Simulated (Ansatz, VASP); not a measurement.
## KI in VASP and in Ansatz

The input INCAR:

```
PREC = Accurate
ENCUT = 520
EDIFF = 1E-7
ISMEAR = -1
SIGMA = 0.05
LREAL = F
LASPH = T
NELM = 150
ALGO = Normal
ISIF = 2
LWAVE = F
LCHARG = F
MAGMOM = 0 0 0 0 0 0
LORBIT = 11
LSORBIT = T
GGA_COMPAT = F
LORBMOM = T
GGA = PS
NBANDS = 28
```

File KPOINTS:

```
Automatic mesh
0
Gamma
  7 7 7
```

Contents of POSCAR:

```
KI
1.0
    0.0000000000      3.5327750000      3.5327750000
    3.5327750000      0.0000000000      3.5327750000
    3.5327750000      3.5327750000      0.0000000000
I K
1 1
Direct
    0.5000000000      0.5000000000      0.5000000000
    0.0000000000      0.0000000000      0.0000000000
```

Contents of input.yaml:

```yaml
crystal:
  lattice:
    - [0.0, 3.532775, 3.532775]
    - [3.532775, 0.0, 3.532775]
    - [3.532775, 3.532775, 0.0]
  atoms:
    - { symbol: I, position: [0.5, 0.5, 0.5] }
    - { symbol: K, position: [0.0, 0.0, 0.0] }
hamiltonian:
  xc: pbesol
  pseudopotentials: { kind: paw_fr }
magnetization:
  noncollinear: true
  spin_orbit: true
kpoints:
  mp_grid: { grid: [7, 7, 7] }
  band_path:
    path:
      - [[0.0, 0.0, 0.0], [0.5, 0.0, 0.5], [0.5, 0.25, 0.75], [0.375, 0.375, 0.75], [0.0, 0.0, 0.0], [0.5, 0.5, 0.5], [0.625, 0.25, 0.625], [0.5, 0.25, 0.75], [0.5, 0.5, 0.5], [0.375, 0.375, 0.75]]
      - [[0.625, 0.25, 0.625], [0.5, 0.0, 0.5]]
    npoints: 14
scf:
  occupations: { method: fermi_dirac, width: 0.05 }
  n_extra_bands: 6
output:
  forces: true
  stress: true
  eigenvalues: true
  fatbands: false
```

Alike in both runs: functional PBEsol; k mesh 7 × 7 × 7; occupations fermi-dirac, width 0.05 eV; non-collinear spin, spin-orbit coupling.

|  | VASP | Ansatz |
| --- | --- | --- |
| version | VASP 6.6.1 | Ansatz 0.2.0 |
| potentials or method | VASP PAW PBE potentials, release 64 (I, K_sv) | Ansatz PAW |
| plane-wave cutoff (eV) | 520 | 420 |
| valence electrons in the cell | 16 | 26 |
| task | single point | band structure |

```tsv
	VASP	Ansatz	Ansatz less VASP
pressure (GPa)	-0.2	-0.3	-0.04
```

VASP's potentials were made for PBE, not for PBEsol. The functional is the same, so the differences come from potentials, cutoffs and numerics. VASP's potentials hold 16 valence electrons a cell and Ansatz's 26, so a difference there can come from the potentials and not from the codes.
